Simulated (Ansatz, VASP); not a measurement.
## Two plane-wave programs on AlN

File INCAR:

```
SYSTEM = AlN
ALGO     = Normal         ! electronic algorithm
EDIFF    = 1E-6           ! SCF threshold, eV
ENCUT    = 520            ! plane-wave cutoff, eV
GGA      = PS             ! functional
ISIF     = 2              ! what is computed and relaxed
ISMEAR   = 0              ! smearing method
LASPH    = .TRUE.         ! aspherical terms in the spheres
LCHARG   = .FALSE.        ! write CHGCAR
LREAL    = .FALSE.        ! projectors in reciprocal space
LWAVE    = .FALSE.        ! write WAVECAR
NBANDS   = 26             ! bands
NELM     = 60             ! most SCF steps
PREC     = Accurate       ! precision mode
SIGMA    = 0.05           ! smearing width, eV
```

KPOINTS

```
k-points
0
G
  8 8 8
  0 0 0
```

POSCAR

```
AlN
1.0
   -3.1135599857      0.0000000000      0.0000000000
    0.0000000000      5.3928440876      0.0000000000
    1.5567799928     -2.6964220438     -4.9833504711
Al N
4 4
Direct
    1.0275096098      0.3301719348      0.9984922856
    0.5275096098      0.8301719348      0.9984922856
    0.2209826758      0.9183203507      0.4984922856
    0.7209826758      0.4183203507      0.4984922856
    0.7830027031      0.1363940141      0.6165054891
    0.2830027031      0.6363940141      0.6165054891
    0.0835027860      0.7301114750      0.1165054891
    0.5835027860      0.2301114750      0.1165054891
```

Input for Ansatz:

```yaml
crystal:
  lattice:
    - [-3.1135599857, 0.0, 0.0]
    - [0.0, 5.3928440876, 0.0]
    - [1.5567799928, -2.6964220438, -4.9833504711]
  atoms:
    - { symbol: Al, position: [1.0275096098, 0.3301719348, 0.9984922856] }
    - { symbol: Al, position: [0.5275096098, 0.8301719348, 0.9984922856] }
    - { symbol: Al, position: [0.2209826758, 0.9183203507, 0.4984922856] }
    - { symbol: Al, position: [0.7209826758, 0.4183203507, 0.4984922856] }
    - { symbol: "N", position: [0.7830027031, 0.1363940141, 0.6165054891] }
    - { symbol: "N", position: [0.2830027031, 0.6363940141, 0.6165054891] }
    - { symbol: "N", position: [0.083502786, 0.730111475, 0.1165054891] }
    - { symbol: "N", position: [0.583502786, 0.230111475, 0.1165054891] }
basis:
  ecutwfc: 520.0
kpoints:
  mp_grid: { grid: [8, 8, 8] }
hamiltonian:
  xc: pbesol
  pseudopotentials: { kind: paw, azcp: { folder: soft_1 } }
scf:
  occupations: { method: gaussian, width: 0.05 }
output:
  forces: true
  stress: true
  eigenvalues: true
```

Change from the starting cell: mode 4 frozen in at -0.088 Å and mode 15 at -0.028 Å (largest displacements).

Alike in both runs: task single point; functional PBEsol; k mesh 8 × 8 × 8; occupations gaussian, width 0.05 eV; no spin polarisation.

```csv
,VASP,Ansatz
version,VASP 6.6.1,Ansatz 0.2.0
potentials or method,"VASP PAW PBE potentials, release 64 (Al, N), cutoff 520 eV","scalar-relativistic, plane waves, PAW"
valence electrons in the cell,32,32
```

VASP gave:

| Item | Value |
| --- | --- |
| gap on the k mesh at the Fermi level (eV) | 4.02 |
| least direct gap on the mesh (eV) | 4.02 |
| pressure (GPa) | 0.0 |
| traceless stress, the component that is largest in VASP (GPa) | -2.76 |
| rms of the force components (eV/Å) | 0.401 |

Q: Which values does Ansatz return?

A: gap on the k mesh at the Fermi level (eV): 4.00; least direct gap on the mesh (eV): 4.00; pressure (GPa): 0.0; traceless stress, the component that is largest in VASP (GPa): -2.73; rms of the force components (eV/Å): 0.398.

VASP's potentials were made for PBE, not for PBEsol, and Ansatz warns of the same on its side. Atom by atom the forces differ by 0.003 eV/Å (rms over components).
